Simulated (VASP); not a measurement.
# Cu (Fm-3m) in VASP: a series of runs, part 2 of 2

VASP 6.6.1. Earlier steps stand in the parts before.

## 3. Relaxation of cell and atoms, PBE

This run uses another cell than the first one, of 11.45 Å³/atom.

The input, INCAR:

```
SYSTEM = Cu
PREC     = Accurate       ! precision mode
ENCUT    = 600            ! plane-wave cutoff, eV
EDIFF    = 1E-7           ! SCF threshold, eV
ISMEAR   = 1              ! smearing method
SIGMA    = 0.1            ! smearing width, eV
LREAL    = .False.        ! projectors in reciprocal space
LASPH    = .True.         ! aspherical terms in the spheres
NELM     = 80             ! most SCF steps
ALGO     = Normal         ! electronic algorithm
ISIF     = 3              ! what is computed and relaxed
LWAVE    = .False.        ! write WAVECAR
LCHARG   = .False.        ! write CHGCAR
GGA      = PE             ! functional
IBRION   = 2              ! ionic algorithm
NSW      = 80             ! ionic steps
EDIFFG   = -0.005         ! ionic threshold
```

The input, KPOINTS:

```
regular mesh
0
Gamma
  18 18 18
  0 0 0
```

The input, POSCAR:

```
Cu
1.0
    0.0000000000      1.7887153000      1.7887153000
    1.7887153000      0.0000000000      1.7887153000
    1.7887153000      1.7887153000      0.0000000000
Cu
1
Direct
    0.0000000000      0.0000000000      0.0000000000
```

Potentials or basis: VASP PAW PBE potentials, release 64 (Cu).

On the command line:

```bash
> cat potpaw_PBE.64/Cu/POTCAR > POTCAR
> mpirun -np 1 vasp_std > vasp.out
```

OUTCAR:

```text
SYSTEM = Cu
   PREC = Accurate
   ENCUT = 600
   EDIFF = 1E-7
   ISMEAR = 1
   LREAL = .False.
   LASPH = .True.
   NELM = 80
   ISIF = 3
   GGA = PE
   IBRION = 2
   NSW = 80
   EDIFFG = -0.005

 ion  position               nearest neighbor table
   1  0.000  0.000  0.000-

  LATTYP: Found a face centered cubic cell.
 ALAT       =     3.5774306000

  Lattice vectors:

 A1 = (   0.0000000000,   1.7887153000,   1.7887153000)
 A2 = (   1.7887153000,   0.0000000000,   1.7887153000)
 A3 = (   1.7887153000,   1.7887153000,   0.0000000000)

Analysis of symmetry for initial positions (statically):
=====================================================================
 Subroutine PRICEL returns:
 Original cell was already a primitive cell.

 Routine SETGRP: Setting up the symmetry group for a
 face centered cubic supercell.

 Subroutine GETGRP returns: Found 48 space group operations
 (whereof 48 operations were pure point group operations)
 out of a pool of 48 trial point group operations.

The static configuration has the point symmetry O_h .

Analysis of symmetry for dynamics (positions and initial velocities):
=====================================================================
 Subroutine PRICEL returns:
 Original cell was already a primitive cell.

 Routine SETGRP: Setting up the symmetry group for a
 face centered cubic supercell.

 Subroutine GETGRP returns: Found 48 space group operations
 (whereof 48 operations were pure point group operations)
 out of a pool of 48 trial point group operations.

The dynamic configuration has the point symmetry O_h .

 Subroutine INISYM returns: Found 48 space group operations
 (whereof 48 operations are pure point group operations),
 and found     1 'primitive' translations

----------------------------------------------------------------------------------------

                                     Primitive cell

  volume of cell :      11.4460

  direct lattice vectors                    reciprocal lattice vectors
     0.000000000  1.788715300  1.788715300    -0.279530230  0.279530230  0.279530230
     1.788715300  0.000000000  1.788715300     0.279530230 -0.279530230  0.279530230
     1.788715300  1.788715300  0.000000000     0.279530230  0.279530230 -0.279530230

  length of vectors
     2.529625436  2.529625436  2.529625436     0.484160561  0.484160561  0.484160561

  position of ions in fractional coordinates (direct lattice)
     0.000000000  0.000000000  0.000000000

  ion indices of the primitive-cell ions
   primitive index   ion index
                 1           1

----------------------------------------------------------------------------------------

 KPOINTS: regular mesh

Automatic generation of k-mesh.
 Grid dimensions read from file:
 generate k-points for:   18   18   18

 Generating k-lattice:

[... 44 lines left out ...]
   number of dos      NEDOS =    301   number of ions     NIONS =      1
   total plane-waves  NPLWV =   8000
   dimension x,y,z NGX =    20 NGY =   20 NGZ =   20
   dimension x,y,z NGXF=    40 NGYF=   40 NGZF=   40
   ions per type =               1
   NGX,Y,Z   is equivalent  to a cutoff of  13.14, 13.14, 13.14 a.u.
   NGXF,Y,Z  is equivalent  to a cutoff of  26.29, 26.29, 26.29 a.u.
 SYSTEM =  Cu
   PREC   = accura    normal or accurate (medium, high low for compatibility)
   ISTART =      0    job   : 0-new  1-cont  2-samecut
   ICHARG =      2    charge: 1-file 2-atom 10-const
   ISPIN  =      1    spin polarized calculation?
   LNONCOLLINEAR =      F non collinear calculations
   LSORBIT =      F    spin-orbit coupling
   LASPH  =      T    aspherical Exc in radial PAW
   ENCUT  =  600.0 eV  44.10 Ry    6.64 a.u.   5.05  5.05  5.05*2*pi/ulx,y,z
   NELM   =     80;   NELMIN=  2; NELMDL= -5     # of ELM steps
   EDIFF  = 0.1E-06   stopping-criterion for ELM
   LREAL  =      F    real-space projection
   EDIFFG = -.5E-02   stopping-criterion for IOM
   NSW    =     80    number of steps for IOM
   IBRION =      2    ionic relax: 0-MD 1-quasi-New 2-CG
   NFREE  =      1    steps in history (QN), initial steepest desc. (CG)
   ISIF   =      3    stress and relaxation
   ISYM   =      2    0-nonsym 1-usesym 2-fastsym
   POTIM  = 0.5000    time-step for ionic-motion
   TEBEG  =    0.0;   TEEND  =   0.0 temperature during run
   PSTRESS=    0.0 pullay stress
   NELECT =      11.0000    total number of electrons
   NUPDOWN=      -1.0000    fix difference up-down
   EMIN   =  10.00;   EMAX   =-10.00  energy-range for DOS
   EFERMI =   0.00;   METHOD = LEGACY
   ISMEAR =     1;   SIGMA  =   0.10  broadening in eV -4-tet -1-fermi 0-gaus
   EFERMI_NEDOS =   21; number of points for ismear=-14 and -15
   IALGO  =     38    algorithm
   IMIX   =      4    mixing-type and parameters
     AMIX     =   0.40;   BMIX     =  1.00
     AMIX_MAG =   1.60;   BMIX_MAG =  1.00
  volume/ion in A,a.u.               =      11.45        77.24
  Fermi-wavevector in a.u.,A,eV,Ry     =   1.615553  3.052952 35.511356  2.610011
  Thomas-Fermi vector in A             =   2.710282
   LORBIT       =      0    0 simple, 1 ext, 2 COOP (PROOUT), +10 PAW based schemes
   GGA     = PE    functional components
   LHFCALC =     F    Hartree Fock is set to
   AEXX    =    0.0000 exact exchange contribution
   IVDW    =     0    specifies the selected vdW correction
   LEPSILON=     F    determine dielectric tensor
   LRPA    =     F    only Hartree local field effects (RPA)
 conjugate gradient relaxation of ions
 non-spin polarized calculation
 Methfessel and Paxton  Order N= 1 SIGMA  =   0.10
  energy-cutoff  :      600.00
  volume of cell :       11.45
 maximum number of plane-waves:       392
   NGX = 11   NGY = 11   NGZ = 11

--------------------------------------- Ionic step        1  -------------------------------------------

 number of electron      11.0000012 magnetization

 Free energy of the ion-electron system (eV)
  ---------------------------------------------------
  ext. energy  EPLUGINS =         0.00000000
  ---------------------------------------------------
  free energy    TOTEN  =        -3.71555928 eV

  energy without entropy =       -3.71551185  energy(sigma->0) =       -3.71554347

------------------------ aborting loop because EDIFF is reached ----------------------------------------

  FORCE on cell =-STRESS in cart. coord.  units (eV):
  Direction    XX          YY          ZZ          XY          YZ          ZX
  --------------------------------------------------------------------------------------
  -------------------------------------------------------------------------------------
  Total        0.5403996      0.5403996      0.5403996     -0.0000000      0.0000000     -0.0000000
  in kB       75.6435529     75.6435529     75.6435529     -0.0000000      0.0000000     -0.0000000
  external PRESSURE =      75.6435529 kB  Pullay stress =       0.0000000 kB
[... 57 lines left out ...]
--------------------------------------- Ionic step        3  -------------------------------------------

 number of electron      10.9999996 magnetization

 Free energy of the ion-electron system (eV)
  ---------------------------------------------------
  ext. energy  EPLUGINS =         0.00000000
  ---------------------------------------------------
  free energy    TOTEN  =        -3.72840681 eV

  energy without entropy =       -3.72844534  energy(sigma->0) =       -3.72841965

 E-fermi :   7.3417     XC(G=0): -12.6242

 val. band max:        7.2881197248   @ k =   0.5000   0.3333   0.1667
 cond. band min:       7.3489176058   @ k =   0.5000   0.2778   0.1111
 fundamental gap:      0.0607978810
 Fermi energy:         7.3417168861

 k-point     1 :       0.0000    0.0000    0.0000
  band No.  band energies     occupation
      1      -1.8474      2.00000
      2       4.4046      2.00000
      3       4.4046      2.00000
      4       4.4046      2.00000
      5       5.2050      2.00000
      6       5.2050      2.00000
      7      29.8257      0.00000
      8      32.3359      0.00000
      9      32.3359      0.00000
[... 265 lines left out ...]
 k-point    24 :      -0.2222    0.0556    0.0000
  band No.  band energies     occupation
      1       0.2023      2.00000
      2       4.1221      2.00000
      3       4.5574      2.00000
      4       4.5946      2.00000
      5       5.1592      2.00000
      6       5.3961      2.00000
      7      20.2008      0.00000
      8      27.1230      0.00000
      9      30.8225      0.00000

 [... further k-points ...]

------------------------ aborting loop because EDIFF is reached ----------------------------------------

  FORCE on cell =-STRESS in cart. coord.  units (eV):
  Direction    XX          YY          ZZ          XY          YZ          ZX
  --------------------------------------------------------------------------------------
  -------------------------------------------------------------------------------------
  Total        0.0000923      0.0000923      0.0000923     -0.0000000     -0.0000000      0.0000000
  in kB        0.0123005      0.0123005      0.0123005     -0.0000000     -0.0000000      0.0000000
  external PRESSURE =       0.0123005 kB  Pullay stress =       0.0000000 kB
[... 16 lines left out ...]
  FREE ENERGIE OF THE ION-ELECTRON SYSTEM (eV)
  ---------------------------------------------------
  free  energy   TOTEN  =        -3.7284068113 eV

  energy  without entropy=       -3.7284453368  energy(sigma->0) =       -3.72841965

 reached required accuracy - stopping structural energy minimisation
```

Wall time 89 s (1 thread of Intel Xeon 8259CL, shared host); peak memory 0.15 GiB.

What came out:

| Quantity | Value |
| --- | --- |
| Free energy | -3.7284 eV |
| Relaxed volume | 12.02 Å³/atom |
| Relaxed cell | a = 2.571 Å, b = 2.571 Å, c = 2.571 Å, α = 60.00°, β = 60.00°, γ = 60.00° |
| Space group after relaxing (to 0.1 Å) | Fm-3m (No. 225) |
| Energy gained by relaxing | 12.8 meV/atom |
| Ionic steps | 3 |
| Pressure after relaxing | 0.0 GPa |
| Band gap on the k mesh | zero (an odd number of electrons rules out a gap without spin polarisation) |

The path:
```
step  energy change (eV)  largest force (eV/Å)  pressure (GPa)  volume (Å³)
   1              0.0000                0.0000            7.56        11.45
   2             -0.0088                0.0000           -3.60        12.36
   3             -0.0128                0.0000            0.00        12.02
```

Final structure:
```
CELL_PARAMETERS angstrom
0.00000 1.81803 1.81803
1.81803 0.00000 1.81803
1.81803 1.81803 0.00000
ATOMIC_POSITIONS crystal
Cu 0.00000 0.00000 0.00000
```
